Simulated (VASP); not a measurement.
Wanted: the native input for a VASP 6.6.1 run.

- Task: single point
- Functional: PBE
- Potentials or basis: VASP PAW PBE potentials, release 64 (Pd)
- Cutoff: 520 eV
- k mesh: 16 × 16 × 15
- Occupations: fermi-dirac, width 0.08 eV
- Spin: no spin polarisation
- Dipole correction: no
- Further INCAR settings: ALGO = Normal; EDIFF = 1e-06; NBANDS = 11

The structure of Pd lies in POSCAR:

```
Pd
1.0
    2.5508084586      0.0000000000      0.0000000000
   -1.2754042293      2.2090649253      0.0000000000
    0.0000000000      0.0000000000      2.4766831937
Pd
1
Direct
    0.0000000000      0.0000000000      0.0000000000
```

This cell differs from its parent crystal: volume scaled by 0.84.

The input as run:

INCAR

```
SYSTEM = Pd
  PREC = Accurate
  ENCUT = 520
  EDIFF = 1E-6
  ISMEAR = -1
  SIGMA = 0.08
  LREAL = .FALSE.
  LASPH = .TRUE.
  NELM = 80
  ALGO = Normal
  ISIF = 2
  LWAVE = .FALSE.
  LCHARG = .FALSE.
  GGA = PE
  NBANDS = 11
```

KPOINTS

```
Automatic mesh
0
G
  16 16 15
  0 0 0
```

Potentials or basis: VASP PAW PBE potentials, release 64 (Pd).

Launch:

```bash
$ cat potpaw_PBE.64/Pd/POTCAR > POTCAR
$ mpirun -np 1 vasp_std > vasp.out
```

It gave:

* Pressure: 38.9 GPa
* Band gap on the k mesh: zero (band 5 reaches 12.14 eV, above the bottom of band 6 at 9.48 eV)

Run time: 26 s on 1 thread of Intel(R) Xeon(R) Platinum 8488C (Sapphire Rapids), with other jobs on the host, peak memory 0.15 GiB.
